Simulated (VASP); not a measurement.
Wanted: the native input for a VASP 6.6.1 run.

- Task: single point
- Functional: PBE
- Potentials or basis: VASP PAW PBE potentials, release 64 (Hf_pv, B)
- Cutoff: 520 eV
- k mesh: 4 × 4 × 4
- Occupations: gaussian, width 0.1 eV
- Spin: no spin polarisation
- Dipole correction: no
- Further INCAR settings: ALGO = Normal; EDIFF = 1e-07; NBANDS = 31

The structure of HfB10 lies in POSCAR:

```
HfB10
1.0
    4.6283186800      0.0000000000      0.0000000000
    0.0000000000      4.6283186800      0.0000000000
    0.0000000000      0.0000000000      4.0101521700
Hf B
1 10
Direct
    0.0000000000      0.0000000000      0.0000000000
    0.2394786600      0.0000000000      0.6763340100
    0.7605213400      0.0000000000      0.6763340100
    0.0000000000      0.2394786600      0.6763340100
    0.0000000000      0.7605213400      0.6763340100
    0.7605213400      0.0000000000      0.3236659900
    0.2394786600      0.0000000000      0.3236659900
    0.0000000000      0.2394786600      0.3236659900
    0.0000000000      0.7605213400      0.3236659900
    0.5000000000      0.5000000000      0.3272686600
    0.5000000000      0.5000000000      0.6727313400
```

The input as run:

INCAR

```
PREC     = Accurate       # precision mode
ENCUT    = 520            # plane-wave cutoff, eV
EDIFF    = 1E-7           # SCF threshold, eV
ISMEAR   = 0              # smearing method
SIGMA    = 0.1            # smearing width, eV
LREAL    = False          # projectors in reciprocal space
LASPH    = True           # aspherical terms in the spheres
NELM     = 80             # most SCF steps
ALGO     = Normal         # electronic algorithm
ISIF     = 2              # what is computed and relaxed
LWAVE    = False          # write WAVECAR
LCHARG   = False          # write CHGCAR
GGA      = PE             # functional
NBANDS   = 31             # bands
```

KPOINTS

```
Automatic mesh
0
Gamma
  4 4 4
```

Potentials or basis: VASP PAW PBE potentials, release 64 (Hf_pv, B).

Run with:

```sh
$ cat potpaw_PBE.64/Hf_pv/POTCAR potpaw_PBE.64/B/POTCAR > POTCAR
$ mpirun -np 1 vasp_std > vasp.out
```

It gave:

```json
{"Pressure": "163.7 GPa", "Largest force": "12.789 eV/Å", "Band gap on the k mesh": "zero (band 20 reaches 5.94 eV, above the bottom of band 21 at 4.57 eV)"}
```

Caveat: the k points lie up to 0.39 Å⁻¹ apart; spin-orbit coupling is left out, which moves the levels of the heavy elements; forces of over 1 eV/Å act on the atoms, so gaps and moduli don't describe the material at rest.

It took 67 s on 1 thread of AMD EPYC 7R43 64-Core Processor (Zen 3), with other jobs on the host, peak memory 0.16 GiB.
